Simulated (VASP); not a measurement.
Write the native input for VASP 6.6.1 that does the following.

```yaml
Task: single point
Functional: PBE
Potentials_or_basis: VASP PAW PBE potentials, release 64 (Cd, Te)
Cutoff: 500 eV
k_mesh: 6 × 6 × 6
Occupations: gaussian, width 0.01 eV
Spin: no spin polarisation
Dipole_correction: no
Further_INCAR_settings: ALGO = Normal; EDIFF = 1e-06; NBANDS = 16
```

The structure of CdTe lies in POSCAR:

```
CdTe
1.0
    0.0000000000      3.0713001284      3.0713001284
    3.0713001284      0.0000000000      3.0713001284
    3.0713001284      3.0713001284      0.0000000000
Cd Te
1 1
Direct
    0.0000000000      0.0000000000      0.0000000000
    0.2500000000      0.2500000000      0.2500000000
```

These files were run (other wordings do the same):

INCAR

```
  ALGO = Normal
  EDIFF = 1E-6
  ENCUT = 500
  GGA = PE
  GGA_COMPAT = False
  ISIF = 2
  ISMEAR = 0
  LASPH = True
  LCHARG = False
  LREAL = False
  LWAVE = False
  NBANDS = 16
  NELM = 120
  PREC = Accurate
  SIGMA = 0.01
```

KPOINTS

```
k-points
0
Gamma
  6 6 6
```

Potentials or basis: VASP PAW PBE potentials, release 64 (Cd, Te).

Command:

```bash
$ cat potpaw_PBE.64/Cd/POTCAR potpaw_PBE.64/Te/POTCAR > POTCAR
$ mpirun -np 1 vasp_std > vasp.out
```

Results of the run:

| Quantity | Value |
| --- | --- |
| Pressure | 13.7 GPa |
| Band gap on the k mesh | 1.28 eV, direct |

Caveat: spin-orbit coupling is left out, which moves the levels of the heavy elements.

Wall time 18 s on 1 thread of Intel Xeon 8259CL (shared host), peak memory 0.18 GiB.
